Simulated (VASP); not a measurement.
Input of a VASP 6.6.1 run:

The input INCAR:

```
ALGO = Normal ; EDIFF = 1E-6
ENCUT = 500 ; GGA = PE
GGA_COMPAT = F ; ISIF = 2
ISMEAR = -1 ; LASPH = T
LCHARG = F ; LREAL = F
LWAVE = F ; NBANDS = 16
NELM = 120 ; PREC = Accurate
SIGMA = 0.0504
```

Contents of KPOINTS:

```
k-points
0
Gamma
  11 11 11
```

The input POSCAR:

```
AlRu
1.0
    2.9557570000      0.0000000000      0.0000000000
    0.0000000000      2.9557570000      0.0000000000
    0.0000000000      0.0000000000      2.9557570000
Al Ru
1 1
Direct
    0.0000000000      0.0000000000      0.0000000000
    0.5000000000      0.5000000000      0.5000000000
```

Potentials or basis: VASP PAW PBE potentials, release 64 (Al, Ru_pv).

Run with:

```bash
$ cat potpaw_PBE.64/Al/POTCAR potpaw_PBE.64/Ru_pv/POTCAR > POTCAR
$ mpirun -np 1 vasp_std > vasp.out
```

Q: What does it give for the pressure?

A: 11.0 GPa.
